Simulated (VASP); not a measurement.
# MgO: single point with PBE

Crystal: MgO.

```
Mg O
1.0
     0.00000    2.09700    2.09700
     2.09700    0.00000    2.09700
     2.09700    2.09700    0.00000
Mg O
1 1
Direct
  0.00000 0.00000 0.00000
  0.50000 0.50000 0.50000
```

| Quantity | Value |
| --- | --- |
| Program | VASP 6.6.1 |
| Task | single point |
| Functional | PBE |
| Potentials or basis | VASP PAW PBE potentials, release 64 (Mg, O) |
| Cutoff | 520 eV |
| k mesh | 11 × 11 × 11 |
| Occupations | gaussian, width 0.023 eV |
| Spin | no spin polarisation |

```
Pressure               : 6.2 GPa
Band gap on the k mesh : 4.85 eV, direct
```

Levels at points of the mesh, in eV from the valence-band top:
```csv
k point,band 1,band 2,band 3,band 4,band 5,band 6,band 7,band 8
"(0.00, 0.00, 0.00)",-17.33,0.00,0.00,0.00,4.85,15.87,15.87,15.87
```

Wall time 5.7 s on 1 thread of Intel(R) Xeon(R) 6975P-C (Granite Rapids), with other jobs on the host, peak memory 0.14 GiB.

Expect the measured gap to be larger: semilocal functionals such as PBE lack the derivative discontinuity.
